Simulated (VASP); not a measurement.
Here is a VASP 6.6.1 calculation.

The input INCAR:

```
ALGO     = Normal         # electronic algorithm
DIPOL    = 0.5 0.5 0.500
EDIFF    = 1E-7           # SCF threshold, eV
ENCUT    = 520            # plane-wave cutoff, eV
GGA      = PS             # functional
IDIPOL   = 3            
ISIF     = 2              # what is computed and relaxed
ISMEAR   = -1             # smearing method
LASPH    = T              # aspherical terms in the spheres
LCHARG   = F              # write CHGCAR
LDIPOL   = T            
LREAL    = F              # projectors in reciprocal space
LWAVE    = F              # write WAVECAR
NBANDS   = 30             # bands
NELM     = 80             # most SCF steps
PREC     = Accurate       # precision mode
SIGMA    = 0.1            # smearing width, eV
```

File KPOINTS:

```
k-points
0
Gamma
  14 10 1
```

POSCAR

```
Cu
1.0
    2.5198192003      0.0000000000      0.0000000000
    0.0000000000      3.5635624878      0.0000000000
    0.0000000000      0.0000000000     19.7797000000
Cu
4
Direct
    0.2500000000      0.2500000000      0.4044543446
    0.7500000000      0.7500000000      0.4681514479
    0.2500000000      0.2500000000      0.5318485517
    0.7500000000      0.7500000000      0.5955456554
```

Potentials or basis: VASP PAW PBE potentials, release 64 (Cu).

The run is started by

```sh
$ cat potpaw_PBE.64/Cu/POTCAR > POTCAR
$ mpirun -np 1 vasp_std > vasp.out
```

Estimate the largest force.

0.417 eV/Å.

What does it give for the band gap on the k mesh?

Zero (bands 22 and 23 overlap by 2.61 eV).

Forces in eV/Å, atoms in the order of the input:
```
Cu   0.000  0.000  0.417
Cu   0.000  0.000 -0.413
Cu   0.000  0.000  0.413
Cu   0.000  0.000 -0.417
```

Caveat: the PAW data sets were made with another functional, which shifts forces and pressure a little.
